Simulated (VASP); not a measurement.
# Ca in VASP: settings compared

Aim: see how the results for Ca move with the level of theory and the settings. Levels: LDA, PBEsol. Tasks: single point.

Everything below comes from runs of VASP 6.6.1. Logs are shortened: lines on timing, memory, paths and dates and some standing lists are left out, and cuts for length are marked.

### Step 1. The cell of the first run

The typed cell holds 1 atom: a = 3.848 Å, b = 3.867 Å, c = 3.731 Å, α = 109.59°, β = 109.51°, γ = 109.37°.

### Step 2. Single point, LDA (the cell strained at random)

Contents of INCAR:

```
ALGO = Fast ; EDIFF = 1E-6
ENCUT = 520 ; ISIF = 2
ISMEAR = -5 ; LASPH = T
LCHARG = F ; LREAL = F
LWAVE = F ; NBANDS = 11
NELM = 60 ; PREC = Accurate
SIGMA = 0.05
```

Contents of KPOINTS:

```
k-points
0
Gamma
  9 9 9
```

Contents of POSCAR:

```
Ca
1.0
   -2.2057270000      2.2381670000      2.2217700000
    2.2496840000     -2.2103990000      2.2380270000
    2.1315490000      2.1362220000     -2.1938880000
Ca
1
Direct
    0.5026600000      0.4844030000     -0.0114680000
```

Potentials or basis: VASP PAW LDA potentials, release 64 (Ca_sv).

Started as:

```
> cat potpaw_LDA.64/Ca_sv/POTCAR > POTCAR
> mpirun -np 1 vasp_std > vasp.out
```

OUTCAR:

```text
EDIFF = 1E-6
   ENCUT = 520
   ISIF = 2
   ISMEAR = -5
   LASPH = T
   LREAL = F
   NELM = 60
   PREC = Accurate

 ion  position               nearest neighbor table
   1  0.503  0.484  0.989-

  LATTYP: Found a triclinic cell.
 ALAT       =     9.9177541098
 B/A-ratio  =     0.6348297503
 C/A-ratio  =     0.3761903813
 COS(alpha) =     0.0017821585
 COS(beta)  =     0.2477447798
 COS(gamma) =     0.9517554261

  Lattice vectors:

 A1 = (   4.5295890000,  -8.8229550000,  -0.0116250000)
 A2 = (   4.4554110000,  -4.4485660000,   0.0162570000)
 A3 = (  -2.1315490000,  -2.1362220000,   2.1938880000)

Analysis of symmetry for initial positions (statically):
=====================================================================
 Subroutine PRICEL returns:
 Original cell was already a primitive cell.

 Routine SETGRP: Setting up the symmetry group for a
 triclinic supercell.

 Subroutine GETGRP returns: Found  2 space group operations
 (whereof  1 operations were pure point group operations)
 out of a pool of  2 trial point group operations.

The static configuration has the point symmetry C_1 .
 The point group associated with its full space group is S_2 .

Analysis of symmetry for dynamics (positions and initial velocities):
=====================================================================
 Subroutine PRICEL returns:
 Original cell was already a primitive cell.

 Routine SETGRP: Setting up the symmetry group for a
 triclinic supercell.

 Subroutine GETGRP returns: Found  2 space group operations
 (whereof  1 operations were pure point group operations)
 out of a pool of  2 trial point group operations.

The dynamic configuration has the point symmetry C_1 .
 The point group associated with its full space group is S_2 .

 Subroutine INISYM returns: Found  2 space group operations
 (whereof  1 operations are pure point group operations),
 and found     1 'primitive' translations

----------------------------------------------------------------------------------------

                                     Primitive cell

  volume of cell :      42.7182

  direct lattice vectors                    reciprocal lattice vectors
    -2.205727000  2.238167000  2.221770000     0.001602253  0.227210447  0.222794981
     2.249684000 -2.210399000  2.238027000     0.226050818  0.002418323  0.221982375
     2.131549000  2.136222000 -2.193888000     0.232221367  0.232565030 -0.003736856

[... 89 lines left out ...]
   ISIF   =      2    stress and relaxation
   ISYM   =      2    0-nonsym 1-usesym 2-fastsym
   POTIM  = 0.5000    time-step for ionic-motion
   TEBEG  =    0.0;   TEEND  =   0.0 temperature during run
   PSTRESS=    0.0 pullay stress
   NELECT =      10.0000    total number of electrons
   NUPDOWN=      -1.0000    fix difference up-down
   EMIN   =  10.00;   EMAX   =-10.00  energy-range for DOS
   EFERMI =   0.00;   METHOD = LEGACY
   ISMEAR =    -5;   SIGMA  =   0.05  broadening in eV -4-tet -1-fermi 0-gaus
   EFERMI_NEDOS =   21; number of points for ismear=-14 and -15
   IALGO  =     68    algorithm
   IMIX   =      4    mixing-type and parameters
     AMIX     =   0.40;   BMIX     =  1.00
     AMIX_MAG =   1.60;   BMIX_MAG =  1.00
  volume/ion in A,a.u.               =      42.72       288.28
  Fermi-wavevector in a.u.,A,eV,Ry     =   1.008952  1.906643 13.850518  1.017984
  Thomas-Fermi vector in A             =   2.141851
   LORBIT       =      0    0 simple, 1 ext, 2 COOP (PROOUT), +10 PAW based schemes
   GGA     = CA    functional components
   LHFCALC =     F    Hartree Fock is set to
   AEXX    =    0.0000 exact exchange contribution
   IVDW    =     0    specifies the selected vdW correction
   LEPSILON=     F    determine dielectric tensor
   LRPA    =     F    only Hartree local field effects (RPA)
 non-spin polarized calculation
 RMM-DIIS sequential band-by-band and
 Fermi weights with tetrahedron method with Bloechl corrections
  energy-cutoff  :      520.00
  volume of cell :       42.72
 maximum number of plane-waves:      1170
 NGX is ok and might be reduce to    30

 number of electron      10.0000001 magnetization

 Free energy of the ion-electron system (eV)
  ---------------------------------------------------
  ext. energy  EPLUGINS =         0.00000000
  ---------------------------------------------------
  free energy    TOTEN  =        -2.15419226 eV

  energy without entropy =       -2.15419226  energy(sigma->0) =       -2.15419226

 E-fermi :   1.8027     XC(G=0):  -7.9207

 val. band max:        1.9160766946   @ k =   0.3333   0.0000   0.3333
 cond. band min:       1.7287727640   @ k =   0.1111   0.4444   0.0000
 fundamental gap:     -0.1873039307
 Fermi energy:         1.8026561440

 k-point     1 :       0.0000    0.0000    0.0000
  band No.  band energies     occupation
      1     -39.8324      2.00000
      2     -21.0466      2.00000
      3     -21.0447      2.00000
      4     -21.0355      2.00000
      5      -2.2552      2.00000
      6       3.7882      0.00000
      7       3.9868      0.00000
      8       4.0223      0.00000
      9       4.9483      0.00000
     10       5.0640      0.00000
     11      11.7558      0.00000
[... 309 lines left out ...]
 k-point    24 :      -0.0000    0.3333    0.0000
  band No.  band energies     occupation
      1     -39.8220      2.00000
      2     -21.1434      2.00000
      3     -21.0775      2.00000
      4     -21.0389      2.00000
      5      -0.4916      2.00000
      6       2.6712     -0.01252
      7       3.2162      0.00000
      8       4.8971      0.00000
      9       5.1619      0.00000
     10       5.2950      0.00000
     11       8.0147      0.00000

 [... further k-points ...]

------------------------ aborting loop because EDIFF is reached ----------------------------------------

  FORCE on cell =-STRESS in cart. coord.  units (eV):
  Direction    XX          YY          ZZ          XY          YZ          ZX
  --------------------------------------------------------------------------------------
  -------------------------------------------------------------------------------------
  Total       -0.5539357     -0.5581504     -0.5210392      0.0933473     -0.0673528     -0.0798247
  in kB      -20.7757698    -20.9338450    -19.5419611      3.5010584     -2.5261171     -2.9938858
  external PRESSURE =     -20.4171920 kB  Pullay stress =       0.0000000 kB

 VOLUME and BASIS-vectors are now :
 -----------------------------------------------------------------------------
  energy-cutoff  :      520.00
  volume of cell :       42.72
      direct lattice vectors                 reciprocal lattice vectors
    -2.205727000  2.238167000  2.221770000     0.001602253  0.227210447  0.222794981
     2.249684000 -2.210399000  2.238027000     0.226050818  0.002418323  0.221982375
     2.131549000  2.136222000 -2.193888000     0.232221367  0.232565030 -0.003736856

 POSITION                                       TOTAL-FORCE (eV/Angst)
 -----------------------------------------------------------------------------------
      2.08813      2.16604      0.03217         0.000000      0.000000     -0.000000
 -----------------------------------------------------------------------------------
    total drift:                               -0.000001     -0.000002     -0.000003

  FREE ENERGIE OF THE ION-ELECTRON SYSTEM (eV)
  ---------------------------------------------------
  free  energy   TOTEN  =        -2.1541922604 eV

  energy  without entropy=       -2.1541922604  energy(sigma->0) =       -2.15419226
```

stdout:

```text
POSCAR found type information on POSCAR Ca
 POSCAR found :  1 types and       1 ions
 scaLAPACK will be used
 LDA part: xc-table for (Slater(with rela. corr.)+CA(PZ))
 , standard interpolation
 POSCAR, INCAR and KPOINTS ok, starting setup
 FFT: planning ... GRIDC
[... 20 lines left out ...]
|                                                                             |
|     Tetrahedron method does not include variations of the Fermi             |
|     occupations, so forces and stress will be inaccurate. We suggest        |
|     using a different smearing scheme ISMEAR = 1 or 2 for metals in         |
|     relaxations.                                                            |
|                                                                             |
 -----------------------------------------------------------------------------
```

It took 77 s on 1 thread of Intel Xeon 6975P-C (Granite Rapids), shared host; peak memory 0.28 GiB.

Results:

* Free energy: -2.1542 eV
* Pressure: -2.0 GPa
* Band gap on the k mesh: zero (band 5 reaches 1.92 eV, above the bottom of band 6 at 1.73 eV)

Levels at points of the mesh, in eV from the Fermi level:
| k point | band 2 | band 3 | band 4 | band 5 | band 6 | band 7 | band 8 | band 9 |
| --- | --- | --- | --- | --- | --- | --- | --- | --- |
| (0.00, 0.00, 0.00) | -22.85 | -22.85 | -22.84 | -4.06 | 1.99 | 2.18 | 2.22 | 3.15 |

Caveat: the cell differs from its parent crystal (the cell strained at random); tetrahedron occupations give inexact forces and stress in metals.

### Step 3. Single point, LDA

This run uses another cell than the first one, of the same volume but with other edges.

Contents of INCAR:

```
PREC = Accurate ; ENCUT = 520
EDIFF = 1E-7 ; ISMEAR = -1
SIGMA = 0.05 ; LREAL = F
LASPH = T ; NELM = 100
ALGO = Normal ; ISIF = 2
LWAVE = F ; LCHARG = T
LELF = T ; LVHAR = T
NBANDS = 11
```

Contents of KPOINTS:

```
Automatic mesh
0
Gamma
  5 5 5
```

Contents of POSCAR:

```
Ca
1.0
   -2.2052049036      2.2052049036      2.1961148100
    2.2052049036     -2.2052049036      2.1961148100
    2.2052049036      2.2052049036     -2.1961148100
Ca
1
Direct
    0.5000000000      0.5000000000      0.0000000000
```

Potentials or basis: VASP PAW LDA potentials, release 64 (Ca_sv).

Started as:

```
> cat potpaw_LDA.64/Ca_sv/POTCAR > POTCAR
> mpirun -np 1 vasp_std > vasp.out
```

Wall time 4.4 s (1 thread of Intel Xeon 6975P-C (Granite Rapids), shared host); peak memory 0.14 GiB.

Results (log left out):

```yaml
Free_energy: -2.1649 eV
Pressure: -1.9 GPa
Band_gap_on_the_k_mesh: zero (band 5 reaches 1.91 eV, above the bottom of band 6 at 1.82 eV)
```

Levels at points of the mesh, in eV from the Fermi level:
| k point | band 3 | band 4 | band 5 | band 6 | band 7 | band 8 |
| --- | --- | --- | --- | --- | --- | --- |
| (0.00, 0.00, 0.00) | -22.83 | -22.83 | -4.04 | 2.14 | 2.15 | 2.15 |

Caveat: the k points lie up to 0.40 Å⁻¹ apart.

### Step 4. Single point, PBEsol

This run uses another cell than the first one, of the same volume but with other edges.

Contents of INCAR:

```
SYSTEM = Ca
  ALGO = Normal
  EDIFF = 1E-6
  ENCUT = 520
  GGA = PS
  ISIF = 2
  ISMEAR = -1
  LASPH = .True.
  LCHARG = .False.
  LREAL = .False.
  LWAVE = .False.
  NBANDS = 11
  NELM = 60
  PREC = Accurate
  SIGMA = 0.05
```

Contents of KPOINTS:

```
k-points
0
Gamma
  5 5 5
  0 0 0
```

POSCAR is that of step 3.

Potentials or basis: VASP PAW PBE potentials, release 64 (Ca_sv).

Started as:

```
> cat potpaw_PBE.64/Ca_sv/POTCAR > POTCAR
> mpirun -np 1 vasp_std > vasp.out
```

It took 4.9 s on 1 thread of Intel Xeon 6975P-C (Granite Rapids), shared host; peak memory 0.15 GiB.

Results (log left out):

```
Free energy            : -2.1135 eV
Pressure               : -0.9 GPa
Band gap on the k mesh : zero (band 5 reaches 2.03 eV, above the bottom of band 6 at 1.90 eV)
```

Levels at points of the mesh, in eV from the Fermi level:
```csv
k point,band 1,band 2,band 3,band 4,band 5,band 6,band 7,band 8,band 9,band 10
"(0.00, 0.00, 0.00)",-41.87,-22.86,-22.86,-22.86,-4.03,2.28,2.30,2.30,3.35,3.37
```

Caveat: the k points lie up to 0.40 Å⁻¹ apart; the PAW data sets were made with another functional, which shifts forces and pressure a little.

### Step 5. Overview

| level | potentials or basis | cell | k mesh | smearing | gap on the mesh (eV) | pressure (GPa) |
| --- | --- | --- | --- | --- | --- | --- |
| LDA | VASP PAW LDA potentials, release 64 (Ca_sv) | a = 3.848, b = 3.867, c = 3.731 Å, angles 109.6, 109.5, 109.4°, 1 atom | 9 × 9 × 9 | tetrahedron | none | -2.0 |
| LDA | VASP PAW LDA potentials, release 64 (Ca_sv) | a = 3.814 Å, angles 109.4, 109.4, 109.7°, 1 atom | 5 × 5 × 5 | fermi-dirac 0.05 eV | none | -1.9 |
| PBEsol | VASP PAW PBE potentials, release 64 (Ca_sv) | a = 3.814 Å, angles 109.4, 109.4, 109.7°, 1 atom | 5 × 5 × 5 | fermi-dirac 0.05 eV | none | -0.9 |

Alike in all rows: task single point; no spin polarisation; cutoff (eV) 520.

Caveats: some runs use coarse meshes; tetrahedron occupations give inexact forces and stress in metals (some runs); the PAW data sets were made with another functional, which shifts forces and pressure a little (some runs).

Total energies depend on the potentials used, so only differences within one code and one set of settings carry meaning.
